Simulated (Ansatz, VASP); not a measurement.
**Au in VASP and in Ansatz**

The input INCAR:

```
  ALGO = Fast
  EDIFF = 1E-7
  ENCUT = 520
  GGA = CA
  ISIF = 2
  ISMEAR = -1
  LASPH = T
  LCHARG = F
  LREAL = F
  LWAVE = F
  NBANDS = 18
  NELM = 100
  PREC = Accurate
  SIGMA = 0.05
```

Contents of KPOINTS:

```
k-points
0
Gamma
  10 10 6
```

File POSCAR:

```
Au
1.0
    2.7774372439      0.0000000000      0.0000000000
   -0.0127802532      2.7820643814      0.0000000000
   -1.1225128459     -1.1693899293      4.8574651452
Au
2
Direct
    0.6728620000      0.6659620000      0.2740550000
    0.3271380000      0.3340380000      0.7259450000
```

Contents of input.yaml:

```yaml
crystal:
  lattice:
    - [2.7774372439, 0.0, 0.0]
    - [-0.0127802532, 2.7820643814, 0.0]
    - [-1.1225128459, -1.1693899293, 4.8574651452]
  atoms:
    - { symbol: Au, position: [0.672862, 0.665962, 0.274055] }
    - { symbol: Au, position: [0.327138, 0.334038, 0.725945] }
kpoints:
  mp_grid: { grid: [10, 10, 6] }
scf:
  occupations: { method: fermi_dirac, width: 0.05 }
hamiltonian:
  xc: lda
  pseudopotentials: { kind: all_electron, lapw: { basis_error: 0.001 } }
output:
  forces: true
  stress: true
  eigenvalues: true
```

Change from the starting cell: volume scaled by 0.96.

Alike in both runs: task single point; functional LDA; k mesh 10 × 10 × 6; occupations fermi-dirac, width 0.05 eV; no spin polarisation.

|  | VASP | Ansatz |
| --- | --- | --- |
| version | VASP 6.6.1 | Ansatz 0.2.0 |
| potentials or method | VASP PAW LDA potentials, release 64 (Au), cutoff 520 eV | all-electron LAPW, scalar-relativistic |

```tsv
	VASP	Ansatz	Ansatz less VASP
gap on the k mesh at the Fermi level (eV)	none	none	-
pressure (GPa)	-7.0	-7.3	-0.39
traceless stress, the component that is largest in VASP (GPa)	1.63	1.65	+0.026
rms of the force components (eV/Å)	0.065	0.063	-0.0017
```

LDA's correlation is that of Perdew and Zunger in VASP and of Perdew and Wang (1992) in Ansatz. Atom by atom the forces differ by 0.002 eV/Å (rms over components). A gap of «none» marks a metal or a gap that the smearing closes. Ansatz ran all-electron here, and VASP with PAW potentials.

Neither program's run includes spin-orbit coupling.
